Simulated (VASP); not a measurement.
# TaN (I4/mmm) in VASP: further runs, part 2 of 2

VASP 6.6.1.

## (4) Single point, PBEsol (strain +0.0750 x Voigt [0, 1, 0, 0, 0, 0])

INCAR

```
PREC = Accurate
ENCUT = 520
EDIFF = 1E-7
ISMEAR = 0
SIGMA = 0.15
LREAL = False
LASPH = True
NELM = 80
ALGO = Normal
ISIF = 2
LWAVE = False
LCHARG = False
GGA = PS
NBANDS = 15
```

KPOINTS

```
Automatic mesh
0
Gamma
  24 24 24
```

POSCAR

```
TaN
1.0
    0.0000000000      2.3519330584      2.1878447055
    2.1878447055      0.0000000000      2.1878447055
    2.1878447055      2.3519330584      0.0000000000
Ta N
1 1
Direct
    0.5000000000      0.5000000000      0.5000000000
    0.0000000000      0.0000000000      0.0000000000
```

Potentials or basis: VASP PAW PBE potentials, release 64 (Ta_pv, N).

Run with:

```console
cat potpaw_PBE.64/Ta_pv/POTCAR potpaw_PBE.64/N/POTCAR > POTCAR
mpirun -np 1 vasp_std > vasp.out
```

OUTCAR:

```text
PREC = Accurate
   ENCUT = 520
   EDIFF = 1E-7
   ISMEAR = 0
   LREAL = False
   LASPH = True
   NELM = 80
   ISIF = 2
   GGA = PS

 ion  position               nearest neighbor table
   1  0.500  0.500  0.500-   2 2.19   2 2.19   2 2.19   2 2.19   2 2.35   2 2.35
   2  0.000  0.000  0.000-   1 2.19   1 2.19   1 2.19   1 2.19   1 2.35   1 2.35

  LATTYP: Found a body centered tetragonal cell.
 ALAT       =     3.0940796549
 C/A-ratio  =     1.5202795795

  Lattice vectors:

 A1 = (   0.0000000000,  -2.3519330584,   2.1878447055)
 A2 = (   0.0000000000,  -2.3519330584,  -2.1878447055)
 A3 = (   2.1878447055,   2.3519330584,   0.0000000000)

Analysis of symmetry for initial positions (statically):
=====================================================================
 Subroutine PRICEL returns:
 Original cell was already a primitive cell.

 Routine SETGRP: Setting up the symmetry group for a
 body centered tetragonal supercell.

 Subroutine GETGRP returns: Found 16 space group operations
 (whereof 16 operations were pure point group operations)
 out of a pool of 16 trial point group operations.

The static configuration has the point symmetry D_4h.

Analysis of symmetry for dynamics (positions and initial velocities):
=====================================================================
 Subroutine PRICEL returns:
 Original cell was already a primitive cell.

 Routine SETGRP: Setting up the symmetry group for a
 body centered tetragonal supercell.

 Subroutine GETGRP returns: Found 16 space group operations
 (whereof 16 operations were pure point group operations)
 out of a pool of 16 trial point group operations.

The dynamic configuration has the point symmetry D_4h.

 Subroutine INISYM returns: Found 16 space group operations
 (whereof 16 operations are pure point group operations),
 and found     1 'primitive' translations

----------------------------------------------------------------------------------------

                                     Primitive cell

  volume of cell :      22.5158

  direct lattice vectors                    reciprocal lattice vectors
     0.000000000  2.351933058  2.187844705    -0.228535416  0.212591085  0.228535416
     2.187844705  0.000000000  2.187844705     0.228535416 -0.212591085  0.228535416
     2.187844705  2.351933058  0.000000000     0.228535416  0.212591085 -0.228535416

  length of vectors
     3.212203849  3.094079655  3.212203849     0.386848604  0.386848604  0.386848604

  position of ions in fractional coordinates (direct lattice)
     0.500000000  0.500000000  0.500000000
     0.000000000  0.000000000  0.000000000

  ion indices of the primitive-cell ions
   primitive index   ion index
                 1           1
                 2           2

----------------------------------------------------------------------------------------

 KPOINTS: Automatic mesh

Automatic generation of k-mesh.
 Grid dimensions read from file:
 generate k-points for:   24   24   24

 Generating k-lattice:

  Cartesian coordinates                     Fractional coordinates (reciprocal lattice)
    -0.009522309  0.008857962  0.009522309     0.041666667  0.000000000 -0.000000000
     0.009522309 -0.008857962  0.009522309     0.000000000  0.041666667  0.000000000
     0.009522309  0.008857962 -0.009522309    -0.000000000  0.000000000  0.041666667
[... 41 lines left out ...]
   total plane-waves  NPLWV =  13824
   dimension x,y,z NGX =    24 NGY =   24 NGZ =   24
   dimension x,y,z NGXF=    48 NGYF=   48 NGZF=   48
   ions per type =               1   1
   NGX,Y,Z   is equivalent  to a cutoff of  12.42, 12.90, 12.42 a.u.
   NGXF,Y,Z  is equivalent  to a cutoff of  24.84, 25.79, 24.84 a.u.
 SYSTEM =  unknown system
   PREC   = accura    normal or accurate (medium, high low for compatibility)
   ISTART =      0    job   : 0-new  1-cont  2-samecut
   ICHARG =      2    charge: 1-file 2-atom 10-const
   ISPIN  =      1    spin polarized calculation?
   LNONCOLLINEAR =      F non collinear calculations
   LSORBIT =      F    spin-orbit coupling
   LASPH  =      T    aspherical Exc in radial PAW
   ENCUT  =  520.0 eV  38.22 Ry    6.18 a.u.   5.97  5.75  5.97*2*pi/ulx,y,z
   NELM   =     80;   NELMIN=  2; NELMDL= -5     # of ELM steps
   EDIFF  = 0.1E-06   stopping-criterion for ELM
   LREAL  =      F    real-space projection
   EDIFFG = 0.1E-05   stopping-criterion for IOM
   NSW    =      0    number of steps for IOM
   IBRION =     -1    ionic relax: 0-MD 1-quasi-New 2-CG
   NFREE  =      0    steps in history (QN), initial steepest desc. (CG)
   ISIF   =      2    stress and relaxation
   ISYM   =      2    0-nonsym 1-usesym 2-fastsym
   POTIM  = 0.5000    time-step for ionic-motion
   TEBEG  =    0.0;   TEEND  =   0.0 temperature during run
   PSTRESS=    0.0 pullay stress
   NELECT =      16.0000    total number of electrons
   NUPDOWN=      -1.0000    fix difference up-down
   EMIN   =  10.00;   EMAX   =-10.00  energy-range for DOS
   EFERMI =   0.00;   METHOD = LEGACY
   ISMEAR =     0;   SIGMA  =   0.15  broadening in eV -4-tet -1-fermi 0-gaus
   EFERMI_NEDOS =   21; number of points for ismear=-14 and -15
   IALGO  =     38    algorithm
   IMIX   =      4    mixing-type and parameters
     AMIX     =   0.40;   BMIX     =  1.00
     AMIX_MAG =   1.60;   BMIX_MAG =  1.00
  volume/ion in A,a.u.               =      11.26        75.97
  Fermi-wavevector in a.u.,A,eV,Ry     =   1.460894  2.760690 29.037726  2.134213
  Thomas-Fermi vector in A             =   2.577290
   LORBIT       =      0    0 simple, 1 ext, 2 COOP (PROOUT), +10 PAW based schemes
   GGA     = PS    functional components
   LHFCALC =     F    Hartree Fock is set to
   AEXX    =    0.0000 exact exchange contribution
   IVDW    =     0    specifies the selected vdW correction
   LEPSILON=     F    determine dielectric tensor
   LRPA    =     F    only Hartree local field effects (RPA)
 non-spin polarized calculation
 Gauss-broadening in eV      SIGMA  =   0.15
  energy-cutoff  :      520.00
  volume of cell :       22.52
 maximum number of plane-waves:       636
   NGX = 11   NGY = 11   NGZ = 11

 number of electron      15.9999999 magnetization

 Free energy of the ion-electron system (eV)
  ---------------------------------------------------
  ext. energy  EPLUGINS =         0.00000000
  ---------------------------------------------------
  free energy    TOTEN  =       -23.03132575 eV

  energy without entropy =      -23.02117975  energy(sigma->0) =      -23.02625275

 E-fermi :   8.6815     XC(G=0): -13.2683

 val. band max:        8.6806340405   @ k =   0.0833  -0.1667   0.0417
 cond. band min:       8.6877326363   @ k =   0.2917  -0.3750   0.1250
 fundamental gap:      0.0070985958
 Fermi energy:         8.6814718981

 k-point     1 :       0.0000    0.0000    0.0000
  band No.  band energies     occupation
      1     -27.0864      2.00000
      2     -27.0442      2.00000
      3     -27.0442      2.00000
      4      -9.6274      2.00000
      5       4.9587      2.00000
      6       5.1699      2.00000
      7       5.1699      2.00000
      8       6.2198      2.00000
      9       7.0812      2.00000
     10       7.0812      2.00000
     11       7.6364      2.00000
     12       9.2113      0.00000
     13      10.5658      0.00000
     14      18.1461      0.00000
[... 401 lines left out ...]
      2     -27.1813      2.00000
      3     -27.0799      2.00000
      4      -6.9604      2.00000
      5      -1.0152      2.00000
      6       1.5502      2.00000
      7       1.6147      2.00000
      8       9.7352      0.00000
      9      10.4093      0.00000
     10      10.7650      0.00000
     11      12.6282      0.00000
     12      14.4758      0.00000
     13      16.3690      0.00000
     14      19.6498      0.00000
     15      20.5022      0.00000

 [... further k-points ...]

------------------------ aborting loop because EDIFF is reached ----------------------------------------

  FORCE on cell =-STRESS in cart. coord.  units (eV):
  Direction    XX          YY          ZZ          XY          YZ          ZX
  --------------------------------------------------------------------------------------
  -------------------------------------------------------------------------------------
  Total       -1.5038927     -4.3242058     -1.5038927      0.0000000      0.0000000      0.0000000
  in kB     -107.0137323   -307.7010623   -107.0137323      0.0000000      0.0000000      0.0000000
  external PRESSURE =    -173.9095089 kB  Pullay stress =       0.0000000 kB

 VOLUME and BASIS-vectors are now :
 -----------------------------------------------------------------------------
  energy-cutoff  :      520.00
  volume of cell :       22.52
      direct lattice vectors                 reciprocal lattice vectors
     0.000000000  2.351933058  2.187844705    -0.228535416  0.212591085  0.228535416
     2.187844705  0.000000000  2.187844705     0.228535416 -0.212591085  0.228535416
     2.187844705  2.351933058  0.000000000     0.228535416  0.212591085 -0.228535416

 POSITION                                       TOTAL-FORCE (eV/Angst)
 -----------------------------------------------------------------------------------
      2.18784      2.35193      2.18784        -0.000000      0.000000      0.000000
      0.00000      0.00000      0.00000         0.000000      0.000000     -0.000000
 -----------------------------------------------------------------------------------
    total drift:                                0.000000     -0.000000     -0.000000

  FREE ENERGIE OF THE ION-ELECTRON SYSTEM (eV)
  ---------------------------------------------------
  free  energy   TOTEN  =       -23.0313257534 eV

  energy  without entropy=      -23.0211797535  energy(sigma->0) =      -23.02625275
```

Wall time 2.3 min (1 thread of AMD EPYC 9R45 (Zen 5), shared host); peak memory 0.42 GiB.

What came out:

```yaml
Free_energy: -23.0313 eV
Pressure: -17.4 GPa
Band_gap_on_the_k_mesh: zero (bands 8 and 9 overlap by 3.36 eV)
```

Stress tensor (GPa, compression positive):
```
-10.70   0.00   0.00
  0.00 -30.77   0.00
  0.00   0.00 -10.70
```

Caveat: the cell differs from its parent crystal (strain +0.0750 x Voigt [0, 1, 0, 0, 0, 0]); the cell stands under tension; the PAW data sets were made with another functional, which shifts forces and pressure a little; spin-orbit coupling is left out, which moves the levels of the heavy elements.

## (5) Summary

```csv
cell,gap on the mesh (eV),pressure (GPa)
"a = 3.037, b = 3.094 Å, angles 59.4, 61.3, 59.4°, 2 atoms",none,17.5
"a = 3.153, b = 3.094 Å, angles 60.6, 58.8, 60.6°, 2 atoms",none,-10.2
"a = 3.212, b = 3.094 Å, angles 61.2, 57.6, 61.2°, 2 atoms",none,-17.4
```

Alike in all rows: task single point; level PBEsol; potentials or basis VASP PAW PBE potentials, release 64 (Ta_pv, N); no spin polarisation; k mesh 24 × 24 × 24; cutoff (eV) 520; smearing gaussian 0.15 eV.

Caveats: the PAW data sets were made with another functional, which shifts forces and pressure a little; spin-orbit coupling is left out, which moves the levels of the heavy elements; the cell stands under tension (at least some runs); the cell stands under pressure (at least some runs).

Absolute energies hang on the potentials; compare differences alone.
